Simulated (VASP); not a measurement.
Wanted: the native input for a VASP 6.6.1 run.

| Property | Result |
| --- | --- |
| Task | single point |
| Functional | r2SCAN |
| Potentials or basis | VASP PAW PBE potentials, release 64 (H) |
| Cutoff | 520 eV |
| k mesh | 10 × 10 × 10 |
| Occupations | gaussian, width 0.02 eV |
| Spin | no spin polarisation |
| Dipole correction | no |
| Further INCAR settings | ALGO = Normal; EDIFF = 1e-06; NBANDS = 8 |

H:

```
H
1.0
    -1.82493    1.82493    2.34021
     1.82493   -1.82493    2.34021
     1.82493    1.82493   -2.34021
H
2
Direct
  0.92075 0.92075 0.00000
  0.07925 0.07925 0.00000
```

These files were run (other wordings do the same):

POSCAR

```
H
1.0
   -1.8249285286      1.8249285286      2.3402145303
    1.8249285286     -1.8249285286      2.3402145303
    1.8249285286      1.8249285286     -2.3402145303
H
2
Direct
    0.9207508993      0.9207508993      0.0000000000
    0.0792491007      0.0792491007      0.0000000000
```

INCAR.step1

```
SYSTEM = H
ALGO = Normal
EDIFF = 1E-4
ENCUT = 520
GGA = PE
ISMEAR = 0
LASPH = .TRUE.
LCHARG = .FALSE.
LREAL = .FALSE.
LWAVE = .TRUE.
NBANDS = 8
NELM = 100
PREC = Accurate
SIGMA = 0.02
```

INCAR.step2

```
SYSTEM = H
ALGO = Normal
EDIFF = 1E-6
ENCUT = 520
ISIF = 2
ISMEAR = 0
ISTART = 1
LASPH = .TRUE.
LCHARG = .TRUE.
LELF = .TRUE.
LMIXTAU = .TRUE.
LREAL = .FALSE.
LVHAR = .TRUE.
LWAVE = .FALSE.
METAGGA = R2SCAN
NBANDS = 8
NELM = 100
PREC = Accurate
SIGMA = 0.02
```

KPOINTS

```
k-points
0
G
  10 10 10
  0 0 0
```

Potentials or basis: VASP PAW PBE potentials, release 64 (H).

Launch:

```sh
$ cat potpaw_PBE.64/H/POTCAR > POTCAR
$ cp INCAR.step1 INCAR
$ mpirun -np 1 vasp_std > vasp.out
$ cp INCAR.step2 INCAR
$ mpirun -np 1 vasp_std > vasp.out
```

It gave:

```yaml
Pressure: -0.1 GPa
Largest_force: 0.006 eV/Å
Band_gap_on_the_k_mesh: 10.30 eV, indirect (least direct gap 10.75 eV)
```

Caveat: the PAW data sets were made with another functional, which shifts forces and pressure a little.

It took 82 s on 1 thread of AMD EPYC 9R45 96-Core Processor (Zen 5), on a shared host, peak memory 0.13 GiB.
